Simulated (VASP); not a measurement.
# TaN (P-62m) in VASP: a series of runs, part 2 of 2

VASP 6.6.1. Earlier steps stand in the parts before.

## 3. Single point, r2SCAN

Input file POSCAR:

```
TaN
1.0
    5.1960000000      0.0000000000      0.0000000000
   -2.5980000000      4.4998679981      0.0000000000
    0.0000000000      0.0000000000      2.9110000000
Ta N
3 3
Direct
    0.3333333333      0.6666666667      0.5000000000
    0.6666666667      0.3333333333      0.5000000000
    0.0000000000      0.0000000000      0.0000000000
    0.3928500000      0.0000000000      0.0000000000
    0.0000000000      0.3928500000      0.0000000000
    0.6071500000      0.6071500000      0.0000000000
```

Input file INCAR.step1:

```
SYSTEM = TaN
ALGO = Normal
EDIFF = 1E-5
ENCUT = 660
GGA = PE
GGA_COMPAT = .FALSE.
ISMEAR = 1
LASPH = .TRUE.
LCHARG = .FALSE.
LREAL = .FALSE.
LWAVE = .TRUE.
NBANDS = 33
NELM = 120
PREC = Accurate
SIGMA = 0.1
```

Input file INCAR.step2:

```
SYSTEM = TaN
ALGO = Normal
EDIFF = 1E-6
ENCUT = 660
GGA_COMPAT = .FALSE.
ISIF = 2
ISMEAR = 1
ISTART = 1
LASPH = .TRUE.
LCHARG = .TRUE.
LELF = .TRUE.
LMIXTAU = .TRUE.
LREAL = .FALSE.
LVHAR = .TRUE.
LWAVE = .FALSE.
METAGGA = R2SCAN
NBANDS = 33
NELM = 120
PREC = Accurate
SIGMA = 0.1
```

Input file KPOINTS:

```
k-points
0
G
  3 3 4
  0 0 0
```

Potentials or basis: VASP PAW PBE potentials, release 64 (Ta_pv, N).

The run is started by

```bash
> cat potpaw_PBE.64/Ta_pv/POTCAR potpaw_PBE.64/N/POTCAR > POTCAR
> cp INCAR.step1 INCAR
> mpirun -np 1 vasp_std > vasp.out
> cp INCAR.step2 INCAR
> mpirun -np 1 vasp_std > vasp.out
```

OUTCAR:

```text
SYSTEM = TaN
   EDIFF = 1E-6
   ENCUT = 660
   ISIF = 2
   ISMEAR = 1
   ISTART = 1
   LASPH = .TRUE.
   LREAL = .FALSE.
   METAGGA = R2SCAN
   NELM = 120
   PREC = Accurate

 ion  position               nearest neighbor table
   1  0.333  0.667  0.500-   4 2.16   4 2.16   5 2.16   5 2.16   6 2.16   6 2.16   2 3.00   2 3.00
                             2 3.00   3 3.33   3 3.33   3 3.33   3 3.33   3 3.33   3 3.33
   2  0.667  0.333  0.500-   5 2.16   5 2.16   4 2.16   4 2.16   6 2.16   6 2.16   1 3.00   1 3.00
                             1 3.00   3 3.33   3 3.33   3 3.33   3 3.33   3 3.33   3 3.33
   3  0.000  0.000  0.000-   4 2.04   5 2.04   6 2.04   2 3.33   1 3.33   1 3.33   2 3.33   2 3.33
[... 519 lines left out ...]
  Total        0.6299555      0.6299555      1.6877202      0.0000000      0.0000000      0.0000000
  in kB       14.8289127     14.8289127     39.7282938      0.0000000      0.0000000      0.0000000
  external PRESSURE =      23.1287064 kB  Pullay stress =       0.0000000 kB

 VOLUME and BASIS-vectors are now :
 -----------------------------------------------------------------------------
  energy-cutoff  :      660.00
  volume of cell :       68.06
      direct lattice vectors                 reciprocal lattice vectors
     5.196000000  0.000000000  0.000000000     0.192455735  0.111114371  0.000000000
    -2.598000000  4.499867998  0.000000000     0.000000000  0.222228741  0.000000000
     0.000000000  0.000000000  2.911000000     0.000000000  0.000000000  0.343524562

 POSITION                                       TOTAL-FORCE (eV/Angst)
 -----------------------------------------------------------------------------------
     -0.00000      2.99991      1.45550        -0.000000      0.000000      0.000000
      2.59800      1.49996      1.45550        -0.000000      0.000000      0.000000
      0.00000      0.00000      0.00000        -0.000000      0.000000      0.000000
      2.04125      0.00000      0.00000         0.021732      0.000000     -0.000000
     -1.02062      1.76777      0.00000        -0.010866      0.018821      0.000000
      1.57738      2.73209      0.00000        -0.010866     -0.018821      0.000000
 -----------------------------------------------------------------------------------
    total drift:                                0.000000      0.000000      0.000000

  FREE ENERGIE OF THE ION-ELECTRON SYSTEM (eV)
  ---------------------------------------------------
  free  energy   TOTEN  =      -181.2201428096 eV

  energy  without entropy=     -181.2211091272  energy(sigma->0) =     -181.22046492
```

OUTCAR.step1:

```text
SYSTEM = TaN
   EDIFF = 1E-5
   ENCUT = 660
   GGA = PE
   ISMEAR = 1
   LASPH = .TRUE.
   LREAL = .FALSE.
   NELM = 120
[... 545 lines left out ...]
      2.04125      0.00000      0.00000         0.099596     -0.000000      0.000000
     -1.02062      1.76777      0.00000        -0.049798      0.086252     -0.000000
      1.57738      2.73209      0.00000        -0.049798     -0.086252      0.000000
 -----------------------------------------------------------------------------------
    total drift:                               -0.000000     -0.000000      0.000000

  FREE ENERGIE OF THE ION-ELECTRON SYSTEM (eV)
  ---------------------------------------------------
  free  energy   TOTEN  =       -67.3894664729 eV

  energy  without entropy=      -67.3904327905  energy(sigma->0) =      -67.38978858
```

OSZICAR.step1:

```text
N       E                     dE             d eps       ncg     rms          rms(c)
DAV:   1     0.508561728011E+03    0.50856E+03   -0.29863E+04   594   0.183E+03
DAV:   2    -0.415156051056E+02   -0.55008E+03   -0.52206E+03   663   0.515E+02
DAV:   3    -0.765808985441E+02   -0.35065E+02   -0.34486E+02   710   0.129E+02
DAV:   4    -0.773568955684E+02   -0.77600E+00   -0.77084E+00   756   0.193E+01
DAV:   5    -0.773751371474E+02   -0.18242E-01   -0.18213E-01   748   0.240E+00    0.434E+01
DAV:   6    -0.676197403718E+02    0.97554E+01   -0.49020E+01   777   0.396E+01    0.178E+01
DAV:   7    -0.674616539370E+02    0.15809E+00   -0.22279E+00   746   0.880E+00    0.107E+01
DAV:   8    -0.674112624099E+02    0.50392E-01   -0.41517E-01   746   0.406E+00    0.115E+00
DAV:   9    -0.673905093932E+02    0.20753E-01   -0.49615E-02   780   0.171E+00    0.449E-01
DAV:  10    -0.673896479862E+02    0.86141E-03   -0.17387E-02   723   0.700E-01    0.225E-01
DAV:  11    -0.673895399109E+02    0.10808E-03   -0.31128E-03   746   0.343E-01    0.637E-02
DAV:  12    -0.673894660162E+02    0.73895E-04   -0.35044E-04   748   0.111E-01    0.188E-02
DAV:  13    -0.673894664729E+02   -0.45671E-06   -0.20549E-05   537   0.289E-02
   1 F= -.67389466E+02 E0= -.67389789E+02  d E =0.966318E-03
```

It took 91 s on 1 thread of AMD EPYC 9R45 (Zen 5), shared host; peak memory 0.21 GiB.

What came out:

```yaml
Free_energy: -181.2201 eV
Pressure: 2.3 GPa
Largest_force: 0.022 eV/Å
Band_gap_on_the_k_mesh: zero (bands 24 and 25 overlap by 2.93 eV)
```

Forces on the atoms (eV/Å):
```
Ta   0.000  0.000  0.000
Ta   0.000  0.000  0.000
Ta   0.000  0.000  0.000
N    0.022  0.000  0.000
N   -0.011  0.019  0.000
N   -0.011 -0.019  0.000
```

Levels at points of the mesh, in eV from the Fermi level:
| k point | band 22 | band 23 | band 24 | band 25 | band 26 | band 27 |
| --- | --- | --- | --- | --- | --- | --- |
| (0.00, 0.00, 0.00) | -3.25 | -1.67 | -0.65 | -0.65 | 1.04 | 1.04 |
| (0.00, 0.00, 0.50) | -2.70 | -2.70 | 2.29 | 2.33 | 2.33 | 2.74 |

Caveat: the k points lie up to 0.54 Å⁻¹ apart, too coarse for converged energies and pressures of a metal; the PAW data sets were made with another functional, which shifts forces and pressure a little; spin-orbit coupling is left out, which moves the levels of the heavy elements.

## 4. Single point, r2SCAN

POSCAR is that of step 3.

Input file INCAR.step1:

```
SYSTEM = TaN
PREC = Accurate
ENCUT = 660
ISMEAR = 1
SIGMA = 0.1
LREAL = .False.
LASPH = .True.
NELM = 120
NBANDS = 33
GGA = PE
ALGO = Normal
EDIFF = 1E-5
LWAVE = .True.
LCHARG = .False.
GGA_COMPAT = .False.
```

Input file INCAR.step2:

```
SYSTEM = TaN
PREC = Accurate
ENCUT = 660
EDIFF = 1E-6
ISMEAR = 1
SIGMA = 0.1
LREAL = .False.
LASPH = .True.
NELM = 120
ALGO = Normal
ISIF = 2
LWAVE = .False.
LCHARG = .False.
METAGGA = R2SCAN
LMIXTAU = .True.
NBANDS = 33
ISTART = 1
GGA_COMPAT = .False.
```

Input file KPOINTS:

```
regular mesh
0
Gamma
  3 3 5
  0 0 0
```

The run is started by

```bash
> cat potpaw_PBE.64/Ta_pv/POTCAR potpaw_PBE.64/N/POTCAR > POTCAR
> cp INCAR.step1 INCAR
> mpirun -np 1 vasp_std > vasp.out
> cp INCAR.step2 INCAR
> mpirun -np 1 vasp_std > vasp.out
```

It took 89 s on 1 thread of AMD EPYC 9R45 (Zen 5), shared host; peak memory 0.21 GiB.

Results (log left out):

* Free energy: -181.2863 eV
* Pressure: 2.1 GPa
* Largest force: 0.011 eV/Å
* Band gap on the k mesh: zero (bands 24 and 25 overlap by 2.16 eV)

Forces in eV/Å, atoms in the order of the input:
```
Ta   0.000  0.000  0.000
Ta   0.000  0.000  0.000
Ta   0.000  0.000  0.000
N    0.011  0.000  0.000
N   -0.006  0.010  0.000
N   -0.006 -0.010  0.000
```

Stress tensor (GPa, compression positive):
```
 3.18  0.00  0.00
 0.00  3.18  0.00
 0.00  0.00 -0.22
```

Levels at points of the mesh, in eV from the Fermi level:
```
           k point  band 21  band 22  band 23  band 24  band 25  band 26  band 27  band 28
(0.00, 0.00, 0.00)    -4.26    -3.24    -1.65    -0.63    -0.63     1.06     1.06     2.26
```

Caveat: the k points lie up to 0.47 Å⁻¹ apart, too coarse for converged energies and pressures of a metal; the PAW data sets were made with another functional, which shifts forces and pressure a little; spin-orbit coupling is left out, which moves the levels of the heavy elements.

## 5. Single point, r2SCAN

POSCAR is that of step 4.

Input file INCAR.step1:

```
PREC = Accurate
ENCUT = 660
ISMEAR = 1
SIGMA = 0.1
LREAL = False
LASPH = True
NELM = 120
NBANDS = 33
GGA = PE
ALGO = Normal
EDIFF = 1E-5
LWAVE = True
LCHARG = False
GGA_COMPAT = False
```

Input file INCAR.step2:

```
PREC = Accurate
ENCUT = 660
EDIFF = 1E-6
ISMEAR = 1
SIGMA = 0.1
LREAL = False
LASPH = True
NELM = 120
ALGO = Normal
ISIF = 2
LWAVE = False
LCHARG = False
METAGGA = R2SCAN
LMIXTAU = True
NBANDS = 33
ISTART = 1
GGA_COMPAT = False
```

Input file KPOINTS:

```
regular mesh
0
Gamma
  4 4 6
```

The run is started by

```bash
> cat potpaw_PBE.64/Ta_pv/POTCAR potpaw_PBE.64/N/POTCAR > POTCAR
> cp INCAR.step1 INCAR
> mpirun -np 1 vasp_std > vasp.out
> cp INCAR.step2 INCAR
> mpirun -np 1 vasp_std > vasp.out
```

Wall time 2.3 min (1 thread of AMD EPYC 9R45 (Zen 5), shared host); peak memory 0.22 GiB.

The run converged. Its results:

```yaml
Free_energy: -181.2728 eV
Pressure: 2.1 GPa
Largest_force: 0.011 eV/Å
Band_gap_on_the_k_mesh: zero (bands 24 and 25 overlap by 2.94 eV)
```

Forces on the atoms (eV/Å):
```
Ta   0.000  0.000  0.000
Ta   0.000  0.000  0.000
Ta   0.000  0.000  0.000
N   -0.011  0.000  0.000
N    0.005 -0.009  0.000
N    0.005  0.009  0.000
```

Stress tensor (GPa, compression positive):
```
2.16 0.00 0.00
0.00 2.16 0.00
0.00 0.00 2.00
```

Levels at points of the mesh, in eV from the Fermi level:
```
           k point  band 20  band 21  band 22  band 23  band 24  band 25  band 26  band 27  band 28  band 29
(0.00, 0.00, 0.00)    -5.36    -4.69    -3.67    -2.07    -1.05    -1.05     0.64     0.64     1.84     1.97
(0.50, 0.00, 0.00)    -4.96    -4.27    -4.24    -3.06    -2.81     1.24     1.86     1.98     2.51     2.51
(0.00, 0.00, 0.50)    -4.88    -4.70    -3.11    -3.11     1.88     1.92     1.92     2.33     2.33     3.32
(0.50, 0.00, 0.50)    -5.09    -4.36    -3.49    -2.22    -1.07     0.46     1.49     3.31     3.41     3.46
```

Caveat: the PAW data sets were made with another functional, which shifts forces and pressure a little; spin-orbit coupling is left out, which moves the levels of the heavy elements.

## 6. Single point, r2SCAN

POSCAR is that of step 5.

Input file INCAR.step1:

```
SYSTEM = TaN
PREC = Accurate ; ENCUT = 660
ISMEAR = 1 ; SIGMA = 0.1
LREAL = .False. ; LASPH = .True.
NELM = 120 ; NBANDS = 33
GGA = PE ; ALGO = Normal
EDIFF = 1E-5 ; LWAVE = .True.
LCHARG = .False. ; GGA_COMPAT = .False.
```

Input file INCAR.step2:

```
SYSTEM = TaN
PREC = Accurate ; ENCUT = 660
EDIFF = 1E-6 ; ISMEAR = 1
SIGMA = 0.1 ; LREAL = .False.
LASPH = .True. ; NELM = 120
ALGO = Normal ; ISIF = 2
LWAVE = .False. ; LCHARG = .False.
METAGGA = R2SCAN ; LMIXTAU = .True.
NBANDS = 33 ; ISTART = 1
GGA_COMPAT = .False.
```

Input file KPOINTS:

```
Automatic mesh
0
Gamma
  5 5 7
  0 0 0
```

Potentials or basis: VASP PAW PBE potentials, release 64 (Ta_pv, N).

The run is started by

```bash
> cat potpaw_PBE.64/Ta_pv/POTCAR potpaw_PBE.64/N/POTCAR > POTCAR
> cp INCAR.step1 INCAR
> mpirun -np 1 vasp_std > vasp.out
> cp INCAR.step2 INCAR
> mpirun -np 1 vasp_std > vasp.out
```

Run time: 2.8 min. Hardware: 1 thread of AMD EPYC 9R45 (Zen 5), shared host; peak memory 0.23 GiB.

Results (log left out):

```
Free energy            : -181.3247 eV
Pressure               : 1.9 GPa
Largest force          : 0.044 eV/Å
Band gap on the k mesh : zero (bands 24 and 25 overlap by 2.62 eV)
```

Forces in eV/Å, atoms in the order of the input:
```
Ta   0.000  0.000  0.000
Ta   0.000  0.000  0.000
Ta   0.000  0.000  0.000
N   -0.044  0.000  0.000
N    0.022 -0.038  0.000
N    0.022  0.038  0.000
```

Stress tensor (GPa, compression positive):
```
2.08 0.00 0.00
0.00 2.08 0.00
0.00 0.00 1.65
```

Levels at points of the mesh, in eV from the Fermi level:
```tsv
k point	band 22	band 23	band 24	band 25	band 26	band 27
(0.00, 0.00, 0.00)	-3.56	-1.96	-0.94	-0.94	0.74	0.74
```

Caveat: the PAW data sets were made with another functional, which shifts forces and pressure a little; spin-orbit coupling is left out, which moves the levels of the heavy elements.

## 7. Summary

| k mesh | gap on the mesh (eV) | pressure (GPa) | largest force (eV/Å) |
| --- | --- | --- | --- |
| 2 × 2 × 3 | none | 2.8 | 0.35 |
| 3 × 3 × 4 | none | 2.3 | 0.02 |
| 3 × 3 × 5 | none | 2.1 | 0.01 |
| 4 × 4 × 6 | none | 2.1 | 0.01 |
| 5 × 5 × 7 | none | 1.9 | 0.04 |

Alike in all rows: task single point; level r2SCAN; potentials or basis VASP PAW PBE potentials, release 64 (Ta_pv, N); no spin polarisation; cell as given; cutoff (eV) 660; smearing methfessel-paxton 0.1 eV.

Caveats: some runs use coarse meshes; the PAW data sets were made with another functional, which shifts forces and pressure a little; spin-orbit coupling is left out, which moves the levels of the heavy elements.

Total energies depend on the potentials used, so only differences within one code and one set of settings carry meaning.
